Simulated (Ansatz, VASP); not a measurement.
**Two plane-wave programs on Ti**

```xyz
1
Lattice="-1.5672 1.5672 1.6410 1.5672 -1.5672 1.6410 1.5672 1.5672 -1.6410" Properties=species:S:1:pos:R:3 pbc="T T T"
Ti    0.0000    0.0000    0.0000
```

Change from the starting cell: strain -0.0450 x Voigt [1, 1, 0, 0, 0, 0], atoms carried along.

Alike in both runs: task single point; functional LDA; k mesh 20 × 20 × 20; occupations gaussian, width 0.15 eV; no spin polarisation.

|  | VASP | Ansatz |
| --- | --- | --- |
| version | VASP 6.6.1 | Ansatz 0.2.0 |
| potentials or method | VASP PAW LDA potentials, release 64 (Ti_sv), cutoff 520 eV | scalar-relativistic, plane waves, PAW |
| valence electrons in the cell | 12 | 12 |

```tsv
	VASP	Ansatz	Ansatz less VASP
gap on the k mesh at the Fermi level (eV)	none	none	-
pressure (GPa)	-1.9	-1.8	+0.13
traceless stress, the component that is largest in VASP (GPa)	0.36	0.37	+0.007
```

LDA's correlation is that of Perdew and Zunger in VASP and of Perdew and Wang (1992) in Ansatz. A gap of «none» marks a metal or a gap that the smearing closes.
